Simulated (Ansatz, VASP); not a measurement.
# Ta: VASP beside Ansatz

Contents of INCAR:

```
SYSTEM = Ta
PREC     = Accurate       ! precision mode
ENCUT    = 520            ! plane-wave cutoff, eV
EDIFF    = 1E-7           ! SCF threshold, eV
ISMEAR   = 0              ! smearing method
SIGMA    = 0.15           ! smearing width, eV
LREAL    = .False.        ! projectors in reciprocal space
LASPH    = .True.         ! aspherical terms in the spheres
NELM     = 60             ! most SCF steps
ALGO     = Fast           ! electronic algorithm
ISIF     = 2              ! what is computed and relaxed
LWAVE    = .False.        ! write WAVECAR
LCHARG   = .False.        ! write CHGCAR
GGA      = PS             ! functional
NBANDS   = 18             ! bands
```

File KPOINTS:

```
Automatic mesh
0
Gamma
  18 18 10
  0 0 0
```

File POSCAR:

```
Ta
1.0
    2.9003720726      0.0000000000      0.0000000000
   -1.4501860363      2.5117958953      0.0000000000
    0.0000000000      0.0000000000      5.2695994800
Ta
2
Direct
    0.6666666667      0.3333333333      0.7500000000
    0.3333333333      0.6666666667      0.2500000000
```

Input for Ansatz:

```yaml
crystal:
  lattice:
    - [2.9003720726, 0.0, 0.0]
    - [-1.4501860363, 2.5117958953, 0.0]
    - [0.0, 0.0, 5.26959948]
  atoms:
    - { symbol: Ta, position: [0.6666666667, 0.3333333333, 0.75] }
    - { symbol: Ta, position: [0.3333333333, 0.6666666667, 0.25] }
basis:
  ecutwfc: 420
kpoints:
  mp_grid: { grid: [18, 18, 10] }
hamiltonian:
  xc: pbesol
scf:
  occupations: { method: gaussian, width: 0.15 }
output:
  forces: true
  stress: true
  eigenvalues: true
```

Change from the starting cell: strain +0.0200 x Voigt [0, 0, 1, 0, 0, 0], atoms carried along.

Alike in both runs: task single point; functional PBEsol; k mesh 18 × 18 × 10; occupations gaussian, width 0.15 eV; no spin polarisation.

|  | VASP | Ansatz |
| --- | --- | --- |
| version | VASP 6.6.1 | Ansatz 0.2.0 |
| potentials or method | VASP PAW PBE potentials, release 64 (Ta_pv), cutoff 520 eV | scalar-relativistic, plane waves, PAW |
| valence electrons in the cell | 22 | 26 |

|  | VASP | Ansatz | Ansatz less VASP |
| --- | --- | --- | --- |
| gap on the k mesh at the Fermi level (eV) | none | none | - |
| pressure (GPa) | -10.1 | -10.1 | -0.06 |
| traceless stress, the component that is largest in VASP (GPa) | -2.14 | -2.14 | -0.002 |

VASP's potentials were made for PBE, not for PBEsol. A gap of «none» marks a metal or a gap that the smearing closes. With one functional, cell and mesh, what is left measures potentials, basis and numerics. VASP's potentials hold 22 valence electrons a cell and Ansatz's 26, so a difference there can come from the potentials and not from the codes.

Neither program's run includes spin-orbit coupling.
